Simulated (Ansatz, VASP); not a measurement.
**AlFe: VASP beside Ansatz**

```
Al Fe
1.0
    -2.11270    2.11270    2.83705
     2.11270   -2.11270    2.83705
     2.11270    2.11270   -2.83705
Al Fe
2 2
Direct
  0.50000 0.50000 0.00000
  0.25000 0.75000 0.50000
  0.00000 0.00000 0.00000
  0.75000 0.25000 0.50000
```

Alike in both runs: functional PBE; k mesh 6 × 6 × 6; occupations gaussian, width 0.1 eV; collinear spin.

Ansatz relaxed the structure, and its values are those at the end. VASP's run is a single point on that final structure, the one shown.

|  | VASP | Ansatz |
| --- | --- | --- |
| version | VASP 6.6.1 | Ansatz 0.2.0 |
| potentials or method | VASP PAW PBE potentials, release 64 (Al, Fe), cutoff 520 eV | scalar-relativistic, plane waves, PAW |
| valence electrons in the cell | 22 | 38 |

```csv
,VASP,Ansatz,Ansatz less VASP
gap on the k mesh at the Fermi level (eV),none,none,-
pressure (GPa),-0.2,-0.2,+0.03
net moment per atom (μB),0.96,0.96,0.000
size of the moment on the site where the two differ most (μB),0.03,0.05,+0.024
```

Site moments also hang on the region over which each program counts them. A gap of «none» marks a metal or a gap that the smearing closes. VASP's potentials hold 22 valence electrons a cell and Ansatz's 38, so a difference there can come from the potentials and not from the codes.
